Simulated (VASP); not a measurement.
Wanted: the native input for a VASP 6.6.1 run.

* Task: single point
* Functional: LDA
* Potentials or basis: VASP PAW LDA potentials, release 64 (Mo_sv)
* Cutoff: 520 eV
* k mesh: 22 × 22 × 22
* Occupations: gaussian, width 0.15 eV
* Spin: no spin polarisation
* Dipole correction: no
* Further INCAR settings: ALGO = Fast; EDIFF = 1e-06; NBANDS = 13

The structure of Mo lies in POSCAR:

```
Mo
1.0
   -1.0995915363      1.5257762384      1.5257762384
    1.5257762384     -1.0995915363      1.5257762384
    1.5257762384      1.5257762384     -1.0995915363
Mo
1
Direct
    0.0000000000      0.0000000000      0.0000000000
```

The input as run:

INCAR

```
SYSTEM = Mo
  PREC = Accurate
  ENCUT = 520
  EDIFF = 1E-6
  ISMEAR = 0
  SIGMA = 0.15
  LREAL = .FALSE.
  LASPH = .TRUE.
  NELM = 100
  ALGO = Fast
  ISIF = 2
  LWAVE = .FALSE.
  LCHARG = .FALSE.
  GGA = CA
  NBANDS = 13
```

KPOINTS

```
Automatic mesh
0
G
  22 22 22
  0 0 0
```

Potentials or basis: VASP PAW LDA potentials, release 64 (Mo_sv).

Run with:

```sh
$ cat potpaw_LDA.64/Mo_sv/POTCAR > POTCAR
$ mpirun -np 1 vasp_std > vasp.out
```

It gave:

```json
{
 "Pressure": "60.9 GPa",
 "Band gap on the k mesh": "zero (bands 7 and 8 overlap by 3.32 eV)"
}
```

Caveat: the cell stands under pressure.

It took 53 s on 1 thread of Intel(R) Xeon(R) 6975P-C (Granite Rapids), on a shared host, peak memory 0.26 GiB.
